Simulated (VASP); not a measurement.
# Mg2CdSe3 (P-3m1) in VASP: density of states with PBE

Aim: the density of states of Mg2CdSe3 with PBE.

Program: VASP 6.6.1. These are calculated values, not measurements. Logs are shortened: lines on timing, memory, paths and dates and some standing lists are left out, and cuts for length are marked.

## (1) The cell of the first run

It takes space group P-3m1 (No. 164, trigonal). The conventional cell has a = 3.954 Å, b = 3.954 Å, c = 9.686 Å, α = 90.00°, β = 90.00°, γ = 120.00°. Mg (site symmetry 3m) has 6 Se at 2.77 Å within 3.6 Å. Cd (site symmetry -3m) has 6 Se at 2.85 Å within 3.8 Å. Within 3.7 Å of Se (site symmetry -3m) lie 6 Mg at 2.77 Å. Within 3.6 Å of Se (site symmetry 3m) lie 3 Mg at 2.77 Å and 3 Cd at 2.85 Å.

## (2) Density of states, PBE

Contents of POSCAR:

```
Mg2CdSe3
1.0
    3.9535401222      0.0000000289      0.0000000000
   -1.9767700861      3.4238661663      0.0000000000
    0.0000000000      0.0000000000      9.6858294000
Mg Cd Se
2 1 3
Direct
    0.3333333333      0.6666666667      0.6628080000
    0.6666666667      0.3333333333      0.3371920000
    0.0000000000      0.0000000000      0.0000000000
    0.0000000000      0.0000000000      0.5000000000
    0.3333333333      0.6666666667      0.1758130000
    0.6666666667      0.3333333333      0.8241870000
```

Contents of INCAR.step1:

```
SYSTEM = Mg2CdSe3
  PREC = Accurate
  ENCUT = 520
  EDIFF = 1E-7
  ISMEAR = 0
  SIGMA = 0.02
  LREAL = .FALSE.
  LASPH = .TRUE.
  NELM = 80
  ALGO = Normal
  ISIF = 2
  LWAVE = .FALSE.
  LCHARG = .TRUE.
  GGA = PE
  NBANDS = 26
```

Contents of KPOINTS.step1:

```
regular mesh
0
G
  12 12 4
  0 0 0
```

Contents of INCAR.step2:

```
SYSTEM = Mg2CdSe3
  PREC = Accurate
  ENCUT = 520
  EDIFF = 1E-7
  ISMEAR = -5
  SIGMA = 0.02
  LREAL = .FALSE.
  LASPH = .TRUE.
  NELM = 80
  ALGO = Normal
  ISIF = 2
  LWAVE = .FALSE.
  LCHARG = .FALSE.
  GGA = PE
  LORBIT = 11
  NBANDS = 26
  NEDOS = 2001
  ICHARG = 11
```

Contents of KPOINTS.step2:

```
regular mesh
0
G
  18 18 6
  0 0 0
```

Potentials or basis: VASP PAW PBE potentials, release 64 (Mg, Cd, Se).

On the command line:

```sh
> cat potpaw_PBE.64/Mg/POTCAR potpaw_PBE.64/Cd/POTCAR potpaw_PBE.64/Se/POTCAR > POTCAR
> cp INCAR.step1 INCAR
> cp KPOINTS.step1 KPOINTS
> mpirun -np 1 vasp_std > vasp.out
> cp INCAR.step2 INCAR
> cp KPOINTS.step2 KPOINTS
> mpirun -np 1 vasp_std > vasp.out
```

OUTCAR:

```text
SYSTEM = Mg2CdSe3
   PREC = Accurate
   ENCUT = 520
   EDIFF = 1E-7
   ISMEAR = -5
   LREAL = .FALSE.
   LASPH = .TRUE.
   NELM = 80
   ISIF = 2
   GGA = PE
   LORBIT = 11
   ICHARG = 11

 ion  position               nearest neighbor table
   1  0.333  0.667  0.663-   6 2.77   6 2.77   6 2.77   4 2.77   4 2.77   4 2.77
   2  0.667  0.333  0.337-   5 2.77   5 2.77   5 2.77   4 2.77   4 2.77   4 2.77
   3  0.000  0.000  0.000-   5 2.85   6 2.85   6 2.85   5 2.85   6 2.85   5 2.85
   4  0.000  0.000  0.500-   1 2.77   2 2.77   2 2.77   1 2.77   2 2.77   1 2.77
   5  0.333  0.667  0.176-   2 2.77   2 2.77   2 2.77   3 2.85   3 2.85   3 2.85
   6  0.667  0.333  0.824-   1 2.77   1 2.77   1 2.77   3 2.85   3 2.85   3 2.85

  LATTYP: Found a hexagonal cell.
 ALAT       =     3.9535401222
 C/A-ratio  =     2.4499130148

  Lattice vectors:

 A1 = (   3.9535401222,   0.0000000289,   0.0000000000)
 A2 = (  -1.9767700861,   3.4238661663,   0.0000000000)
 A3 = (   0.0000000000,   0.0000000000,   9.6858294000)

Analysis of symmetry for initial positions (statically):
=====================================================================
 Subroutine PRICEL returns:
 Original cell was already a primitive cell.

 Routine SETGRP: Setting up the symmetry group for a
 hexagonal supercell.

 Subroutine GETGRP returns: Found 12 space group operations
 (whereof 12 operations were pure point group operations)
 out of a pool of 24 trial point group operations.

The static configuration has the point symmetry D_3d.

Analysis of symmetry for dynamics (positions and initial velocities):
=====================================================================
 Subroutine PRICEL returns:
 Original cell was already a primitive cell.

 Routine SETGRP: Setting up the symmetry group for a
 hexagonal supercell.

 Subroutine GETGRP returns: Found 12 space group operations
 (whereof 12 operations were pure point group operations)
 out of a pool of 24 trial point group operations.

The dynamic configuration has the point symmetry D_3d.

 Subroutine INISYM returns: Found 12 space group operations
 (whereof 12 operations are pure point group operations),
 and found     1 'primitive' translations

----------------------------------------------------------------------------------------

                                     Primitive cell

  volume of cell :     131.1112

  direct lattice vectors                    reciprocal lattice vectors
     3.953540122  0.000000029  0.000000000     0.252937865  0.146033747  0.000000000
[... 105 lines left out ...]
   TEBEG  =    0.0;   TEEND  =   0.0 temperature during run
   PSTRESS=    0.0 pullay stress
   NELECT =      34.0000    total number of electrons
   NUPDOWN=      -1.0000    fix difference up-down
   EMIN   =  10.00;   EMAX   =-10.00  energy-range for DOS
   EFERMI =   0.00;   METHOD = LEGACY
   ISMEAR =    -5;   SIGMA  =   0.02  broadening in eV -4-tet -1-fermi 0-gaus
   EFERMI_NEDOS =   21; number of points for ismear=-14 and -15
   IALGO  =     38    algorithm
   IMIX   =      4    mixing-type and parameters
     AMIX     =   0.40;   BMIX     =  1.00
     AMIX_MAG =   1.60;   BMIX_MAG =  1.00
  volume/ion in A,a.u.               =      21.85       147.46
  Fermi-wavevector in a.u.,A,eV,Ry     =   1.043970  1.972817 14.828618  1.089873
  Thomas-Fermi vector in A             =   2.178702
   LORBIT       =     11    0 simple, 1 ext, 2 COOP (PROOUT), +10 PAW based schemes
   GGA     = PE    functional components
   LHFCALC =     F    Hartree Fock is set to
   AEXX    =    0.0000 exact exchange contribution
   IVDW    =     0    specifies the selected vdW correction
   LEPSILON=     F    determine dielectric tensor
   LRPA    =     F    only Hartree local field effects (RPA)
 non-spin polarized calculation
 Fermi weights with tetrahedron method with Bloechl corrections
  energy-cutoff  :      520.00
  volume of cell :      131.11
 maximum number of plane-waves:      3595
 NGX is ok and might be reduce to    30

 number of electron      33.9999991 magnetization

 Free energy of the ion-electron system (eV)
  ---------------------------------------------------
  ext. energy  EPLUGINS =         0.00000000
  ---------------------------------------------------
  free energy    TOTEN  =       -20.10184088 eV

  energy without entropy =      -20.10184088  energy(sigma->0) =      -20.10184088

 E-fermi :   2.7231     XC(G=0):  -9.5935

 val. band max:        2.7133407811   @ k =   0.0000   0.0000   0.5000
 cond. band min:       3.5748101051   @ k =   0.5000  -0.0000   0.0000
 fundamental gap:      0.8614693240
 Fermi energy:         2.7230925111

 k-point     1 :       0.0000    0.0000    0.0000
  band No.  band energies     occupation
      1     -10.0874      2.00000
      2      -9.4208      2.00000
      3      -9.3419      2.00000
      4      -5.1878      2.00000
      5      -5.1878      2.00000
      6      -5.1231      2.00000
[... 685 lines left out ...]
     25       9.9720      0.00000
     26      10.7738      0.00000

 [... further k-points ...]
[... 5 lines left out ...]
  --------------------------------------------------------------------------------------
  -------------------------------------------------------------------------------------
  Total        0.0203751      0.0203751      0.0451800      0.0000000      0.0000000      0.0000000
  in kB        0.2489836      0.2489836      0.5520990      0.0000000      0.0000000      0.0000000
  external PRESSURE =       0.3500221 kB  Pullay stress =       0.0000000 kB

 VOLUME and BASIS-vectors are now :
 -----------------------------------------------------------------------------
  energy-cutoff  :      520.00
  volume of cell :      131.11
      direct lattice vectors                 reciprocal lattice vectors
     3.953540122  0.000000029  0.000000000     0.252937865  0.146033747  0.000000000
    -1.976770086  3.423866166  0.000000000    -0.000000002  0.292067490  0.000000000
     0.000000000  0.000000000  9.685829400     0.000000000  0.000000000  0.103243611

 POSITION                                       TOTAL-FORCE (eV/Angst)
 -----------------------------------------------------------------------------------
     -0.00000      2.28258      6.41985         0.000000      0.000000      0.000799
      1.97677      1.14129      3.26598         0.000000      0.000000     -0.000799
      0.00000      0.00000      0.00000         0.000000     -0.000000      0.000000
      0.00000      0.00000      4.84291         0.000000     -0.000000      0.000000
     -0.00000      2.28258      1.70289        -0.000000     -0.000000      0.040071
      1.97677      1.14129      7.98293        -0.000000      0.000000     -0.040071
 -----------------------------------------------------------------------------------
    total drift:                                0.000000     -0.000000      0.000000

  FREE ENERGIE OF THE ION-ELECTRON SYSTEM (eV)
  ---------------------------------------------------
  free  energy   TOTEN  =       -20.1018408767 eV

  energy  without entropy=      -20.1018408767  energy(sigma->0) =      -20.10184088

 total charge

# of ion       s       p       d       tot
------------------------------------------
    1        0.141   0.113   0.030   0.284
    2        0.141   0.113   0.030   0.284
    3        0.385   0.241   9.579  10.204
    4        1.436   2.474   0.011   3.921
    5        1.447   2.423   0.015   3.885
    6        1.447   2.423   0.015   3.885
--------------------------------------------------
tot          4.998   7.787   9.678  22.463
```

OUTCAR.step1:

```text
SYSTEM = Mg2CdSe3
   PREC = Accurate
   ENCUT = 520
   EDIFF = 1E-7
   ISMEAR = 0
   LREAL = .FALSE.
   LASPH = .TRUE.
   NELM = 80
[... 933 lines left out ...]
      0.00000      0.00000      4.84291         0.000000     -0.000000      0.000000
     -0.00000      2.28258      1.70289         0.000000     -0.000000      0.040379
      1.97677      1.14129      7.98293        -0.000000      0.000000     -0.040379
 -----------------------------------------------------------------------------------
    total drift:                                0.000000     -0.000000      0.000000

  FREE ENERGIE OF THE ION-ELECTRON SYSTEM (eV)
  ---------------------------------------------------
  free  energy   TOTEN  =       -20.1017084666 eV

  energy  without entropy=      -20.1017084666  energy(sigma->0) =      -20.10170847
```

Wall time 4.4 min (1 thread of Intel Xeon 6975P-C (Granite Rapids), shared host); peak memory 0.75 GiB.

Results:

```
Valence electrons inside the program's atomic spheres : Mg 0.28; Cd 10.20; Se 3.92, 3.88
```

Levels at points of the mesh, in eV from the valence-band top:
```
           k point  band 14  band 15  band 16  band 17  band 18  band 19  band 20  band 21
(0.00, 0.00, 0.00)    -0.21    -0.21    -0.10    -0.10     1.51     3.64     3.70     6.24
(0.50, 0.00, 0.00)    -1.61    -1.27    -1.00    -0.65     0.86     3.68     3.94     4.65
(0.00, 0.00, 0.50)    -0.38    -0.38     0.00     0.00     2.90     3.27     3.54     5.78
(0.50, 0.00, 0.50)    -1.55    -1.54    -0.34    -0.32     1.69     2.48     3.49     5.14
```
